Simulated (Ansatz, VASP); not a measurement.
# One calculation of KTaO3, two programs

The input INCAR:

```
ALGO = Normal ; EDIFF = 1E-7
ENCUT = 520 ; GGA = PE
ISIF = 2 ; ISMEAR = 0
LASPH = True ; LCHARG = False
LREAL = False ; LWAVE = False
NBANDS = 27 ; NELM = 60
PREC = Accurate ; SIGMA = 0.05
```

The input KPOINTS:

```
k-points
0
Gamma
  8 8 8
```

File POSCAR:

```
KTaO3
1.0
    4.1606176460      0.0000000000      0.0000000000
    0.0000000000      4.1606176460      0.0000000000
    0.0000000000      0.0000000000      3.9172215138
K Ta O
1 1 3
Direct
    0.5000000000      0.5000000000      0.5000000000
    0.0000000000      0.0000000000      0.0000000000
    0.5000000000      0.0000000000      0.0000000000
    0.0000000000      0.5000000000      0.0000000000
    0.0000000000      0.0000000000      0.5000000000
```

Input for Ansatz:

```yaml
crystal:
  lattice:
    - [4.160617646, 0.0, 0.0]
    - [0.0, 4.160617646, 0.0]
    - [0.0, 0.0, 3.9172215138]
  atoms:
    - { symbol: K, position: [0.5, 0.5, 0.5] }
    - { symbol: Ta, position: [0.0, 0.0, 0.0] }
    - { symbol: O, position: [0.5, 0.0, 0.0] }
    - { symbol: O, position: [0.0, 0.5, 0.0] }
    - { symbol: O, position: [0.0, 0.0, 0.5] }
basis:
  ecutwfc: 520.0
kpoints:
  mp_grid: { grid: [8, 8, 8] }
hamiltonian:
  xc: pbe
scf:
  occupations: { method: gaussian, width: 0.05 }
output:
  forces: true
  stress: true
  eigenvalues: true
```

Alike in both runs: task single point; functional PBE; k mesh 8 × 8 × 8; occupations gaussian, width 0.05 eV; no spin polarisation.

```csv
,VASP,Ansatz
version,VASP 6.6.1,Ansatz 0.2.0
potentials or method,"VASP PAW PBE potentials, release 64 (K_sv, Ta_pv, O), cutoff 520 eV","scalar-relativistic, plane waves, PAW"
valence electrons in the cell,38,40
```

Ansatz gave:

```
gap on the k mesh at the Fermi level (eV)                     : 1.95
least direct gap on the mesh (eV)                             : 2.58
pressure (GPa)                                                : -5.6
traceless stress, the component that is largest in VASP (GPa) : 12.77
```

Which values does VASP return?

gap on the k mesh at the Fermi level (eV): 1.91; least direct gap on the mesh (eV): 2.54; pressure (GPa): -5.1; traceless stress, the component that is largest in VASP (GPa): 12.98.

With one functional, cell and mesh, what is left measures potentials, basis and numerics. VASP's potentials hold 38 valence electrons a cell and Ansatz's 40, so a difference there can come from the potentials and not from the codes.

Neither program's run includes spin-orbit coupling.
